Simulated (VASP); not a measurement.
Rh, 3 atoms in the cell. It takes space group P6/mmm (No. 191, hexagonal). The conventional cell has a = 4.381 Å, b = 4.381 Å, c = 2.693 Å, α = 90.00°, β = 90.00°, γ = 120.00°. Within 3.6 Å of Rh (site symmetry 6/mmm) lie 14 Rh at 2.69 to 2.87 Å. Rh (site symmetry -6m2) has 11 Rh at 2.53 to 2.87 Å within 3.3 Å. 

```yaml
Program: VASP 6.6.1
Task: single point
Functional: PBE
Potentials_or_basis: VASP PAW PBE potentials, release 64 (Rh_pv)
Cutoff: 520 eV
k_mesh: 8 × 8 × 12
Occupations: fermi-dirac, width 0.1 eV
Spin: no spin polarisation
Dipole_correction: no
Further_INCAR_settings: ALGO = Normal; EDIFF = 1e-07; NBANDS = 30
```

Potentials or basis: VASP PAW PBE potentials, release 64 (Rh_pv).

Command:

```console
$ cat potpaw_PBE.64/Rh_pv/POTCAR > POTCAR
$ mpirun -np 1 vasp_std > vasp.out
```

Hardware: 1 thread of AMD EPYC 7R43 64-Core Processor (Zen 3) (shared host).

Question: How long does it take, and how much memory?

Answer: Wall time 89 s on 1 thread of AMD EPYC 7R43 64-Core Processor (Zen 3), with other jobs on the host, peak memory 0.17 GiB. Counts: scf iterations 15, k points 70.
